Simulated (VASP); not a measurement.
Write the native input for VASP 6.6.1 that does the following.

```yaml
Task: single point
Functional: PBE
Potentials_or_basis: VASP PAW PBE potentials, release 64 (Sn_d)
Cutoff: 520 eV
k_mesh: 16 × 16 × 16
Occupations: fermi-dirac, width 0.05 eV
Spin: no spin polarisation
Dipole_correction: no
Further_INCAR_settings: ALGO = Normal; EDIFF = 1e-07; NBANDS = 13
```

The structure of Sn lies in POSCAR:

```
Sn
1.0
   -1.6800091082      1.6800091082      1.6800091082
    1.6800091082     -1.6800091082      1.6800091082
    1.6800091082      1.6800091082     -1.6800091082
Sn
1
Direct
    0.0000000000      0.0000000000      0.0000000000
```

This cell differs from its parent crystal: volume scaled by 0.683, to set the pressure.

One way to write it, as run:

INCAR

```
SYSTEM = Sn
  PREC = Accurate
  ENCUT = 520
  EDIFF = 1E-7
  ISMEAR = -1
  SIGMA = 0.05
  LREAL = .FALSE.
  LASPH = .TRUE.
  NELM = 100
  ALGO = Normal
  ISIF = 2
  LWAVE = .FALSE.
  LCHARG = .TRUE.
  GGA = PE
  LELF = .TRUE.
  LVHAR = .TRUE.
  NBANDS = 13
```

KPOINTS

```
Automatic mesh
0
G
  16 16 16
  0 0 0
```

Potentials or basis: VASP PAW PBE potentials, release 64 (Sn_d).

Run with:

```bash
$ cat potpaw_PBE.64/Sn_d/POTCAR > POTCAR
$ mpirun -np 1 vasp_std > vasp.out
```

It gave:

```json
{"Pressure": "44.0 GPa", "Band gap on the k mesh": "zero (band 7 reaches 25.29 eV, above the bottom of band 8 at 9.61 eV)"}
```

Caveat: the cell differs from its parent crystal (volume scaled by 0.683, to set the pressure); spin-orbit coupling is left out, which moves the levels of the heavy elements.

Wall time 20 s on 1 thread of AMD EPYC 9R45 96-Core Processor (Zen 5), on a shared host, peak memory 0.13 GiB.
